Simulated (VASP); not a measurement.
Set up this calculation in VASP 6.6.1, as the native input.

```yaml
Task: relaxation of shape and atoms at fixed volume
Functional: PBE
Potentials_or_basis: VASP PAW PBE potentials, release 64 (Zn)
Cutoff: 600 eV
k_mesh: 18 × 18 × 6
Occupations: fermi-dirac, width 0.15 eV
Spin: no spin polarisation
Dipole_correction: no
Further_INCAR_settings: ALGO = Fast; EDIFF = 1e-06; IBRION = 2; EDIFFG = -0.001; NSW = 80; ISIF = 4
```

The structure of Zn lies in POSCAR:

```
Zn
1.0
    2.2980795937     -1.3262387009      0.0104610151
    2.2980795937      1.3262387009      0.0104610151
   -1.5794460497      0.0000000000      7.7198856012
Zn
3
Direct
    0.0000000000      0.0000000000      0.0000000000
    0.2220107751      0.2220107751      0.6654791111
    0.7779892249      0.7779892249      0.3345208889
```

These files were run (other wordings do the same):

INCAR

```
SYSTEM = Zn
ALGO = Fast ; EDIFF = 1E-6
EDIFFG = -0.001 ; ENCUT = 600
GGA = PE ; IBRION = 2
ISIF = 4 ; ISMEAR = -1
LASPH = .TRUE. ; LCHARG = .FALSE.
LREAL = .FALSE. ; LWAVE = .FALSE.
NELM = 60 ; NSW = 80
PREC = Accurate ; SIGMA = 0.15
```

KPOINTS

```
k-points
0
G
  18 18 6
  0 0 0
```

Potentials or basis: VASP PAW PBE potentials, release 64 (Zn).

Run with:

```sh
$ cat potpaw_PBE.64/Zn/POTCAR > POTCAR
$ mpirun -np 1 vasp_std > vasp.out
```

Results of the run:

```yaml
Energy_gained_by_relaxing: 0.1 meV/atom
Ionic_steps: 5
Pressure_after_relaxing: -1.0 GPa
Band_gap_on_the_k_mesh: zero (bands 18 and 19 overlap by 5.41 eV)
```

It took 29 min on 1 thread of Oxide Virtual Turin-like Processor (shared host), peak memory 0.56 GiB.
